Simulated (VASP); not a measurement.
Here is a VASP 6.6.1 calculation.

The input INCAR:

```
ALGO = Normal ; EDIFF = 1E-6
ENCUT = 500 ; GGA = PE
GGA_COMPAT = F ; ISIF = 2
ISMEAR = -1 ; LASPH = T
LCHARG = T ; LELF = T
LREAL = F ; LVHAR = T
LWAVE = F ; NBANDS = 15
NELM = 120 ; PREC = Accurate
SIGMA = 0.02
```

The input KPOINTS:

```
k-points
0
Gamma
  6 6 6
```

The input POSCAR:

```
CsCl
1.0
    4.1368327747      0.0000000000      0.0000000000
    0.0000000000      4.1368327747      0.0000000000
    0.0000000000      0.0000000000      4.1368327747
Cs Cl
1 1
Direct
    0.0000000000      0.0000000000      0.0000000000
    0.5000000000      0.5000000000      0.5000000000
```

Potentials or basis: VASP PAW PBE potentials, release 64 (Cs_sv, Cl).

Launch:

```bash
$ cat potpaw_PBE.64/Cs_sv/POTCAR potpaw_PBE.64/Cl/POTCAR > POTCAR
$ mpirun -np 1 vasp_std > vasp.out
```

(1) What does it give for the band gap on the k mesh?

(2) Estimate the pressure.

Results:

(1) 5.21 eV.

(2) 0.8 GPa.

Caveat: spin-orbit coupling is left out, which moves the levels of the heavy elements.
